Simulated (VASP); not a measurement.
**InP: single point with PBE**

InP:

```
In P
1.0
     0.00000    2.93050    2.93050
     2.93050    0.00000    2.93050
     2.93050    2.93050    0.00000
In P
1 1
Direct
  0.00000 0.00000 0.00000
  0.75000 0.75000 0.75000
```

```json
{
 "Program": "VASP 6.6.1",
 "Task": "single point",
 "Functional": "PBE",
 "Potentials or basis": "VASP PAW PBE potentials, release 64 (In_d, P)",
 "Cutoff": "520 eV",
 "k mesh": "8 × 8 × 8",
 "Occupations": "gaussian, width 0.027 eV",
 "Spin": "no spin polarisation"
}
```

```
Pressure               : 3.3 GPa
Band gap on the k mesh : 0.71 eV, direct
```

Levels at points of the mesh, in eV from the valence-band top:
```tsv
k point	band 5	band 6	band 7	band 8	band 9	band 10	band 11	band 12	band 13	band 14
(0.00, 0.00, 0.00)	-14.03	-11.52	0.00	0.00	0.00	0.71	4.09	4.09	4.09	8.58
(0.50, 0.00, 0.00)	-14.02	-9.79	-5.73	-0.97	-0.97	1.50	4.81	4.81	7.10	9.48
(0.50, 0.50, 0.00)	-14.00	-9.14	-5.75	-2.32	-2.32	1.76	2.27	9.21	9.60	9.60
```

Run time: 26 s on 1 thread of Intel(R) Xeon(R) Platinum 8259CL CPU @ 2.50GHz (Skylake/Cascade Lake), on a shared host, peak memory 0.18 GiB.

Caveat: spin-orbit coupling is left out, which moves the levels of the heavy elements.
